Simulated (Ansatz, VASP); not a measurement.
## Pt in VASP and in Ansatz

The input INCAR:

```
PREC = Accurate
ENCUT = 520
EDIFF = 1E-7
ISMEAR = 0
SIGMA = 0.15
LREAL = F
LASPH = T
NELM = 60
ALGO = Fast
ISIF = 2
LWAVE = F
LCHARG = T
LELF = T
LVHAR = T
NBANDS = 28
```

KPOINTS

```
Automatic mesh
0
Gamma
  18 18 6
```

POSCAR

```
Pt
1.0
    2.7082945870      0.0000000000      0.0000000000
   -1.3541472935      2.3454519133      0.0000000000
    0.0000000000      0.0000000000      9.3530207388
Pt
4
Direct
    0.6489515384      0.3555039008      0.3750000000
    0.6489515384      0.3555039008      0.8750000000
    0.3510484616      0.6444960992      0.1250000000
    0.3510484616      0.6444960992      0.6250000000
```

Input for Ansatz:

```yaml
crystal:
  lattice:
    - [2.708294587, 0.0, 0.0]
    - [-1.3541472935, 2.3454519133, 0.0]
    - [0.0, 0.0, 9.3530207388]
  atoms:
    - { symbol: Pt, position: [0.6489515384, 0.3555039008, 0.375] }
    - { symbol: Pt, position: [0.6489515384, 0.3555039008, 0.875] }
    - { symbol: Pt, position: [0.3510484616, 0.6444960992, 0.125] }
    - { symbol: Pt, position: [0.3510484616, 0.6444960992, 0.625] }
basis:
  ecutwfc: 420
kpoints:
  mp_grid: { grid: [18, 18, 6] }
hamiltonian:
  xc: lda
  pseudopotentials: { kind: paw, azcp: { folder: soft_1 } }
scf:
  occupations: { method: gaussian, width: 0.15 }
output:
  forces: true
  stress: true
  eigenvalues: true
```

Change from the starting cell: mode 1 frozen in at -0.078 Å and mode 2 at +0.052 Å (largest displacements).

Alike in both runs: task single point; functional LDA; k mesh 18 × 18 × 6; occupations gaussian, width 0.15 eV; no spin polarisation.

```csv
,VASP,Ansatz
version,VASP 6.6.1,Ansatz 0.2.0
potentials or method,"VASP PAW LDA potentials, release 64 (Pt), cutoff 520 eV","scalar-relativistic, plane waves, PAW"
valence electrons in the cell,40,72
```

```csv
,VASP,Ansatz,Ansatz less VASP
gap on the k mesh at the Fermi level (eV),none,none,-
pressure (GPa),1.4,0.6,-0.78
"traceless stress, the component that is largest in VASP (GPa)",-1.09,-1.05,+0.049
rms of the force components (eV/Å),0.067,0.064,-0.0035
```

Ansatz warns that its potentials were made for another functional, while VASP's fit it. LDA's correlation is that of Perdew and Zunger in VASP and of Perdew and Wang (1992) in Ansatz. Atom by atom the forces differ by 0.004 eV/Å (rms over components). A gap of «none» marks a metal or a gap that the smearing closes. VASP's potentials hold 40 valence electrons a cell and Ansatz's 72, so a difference there can come from the potentials and not from the codes.

Neither program's run includes spin-orbit coupling.
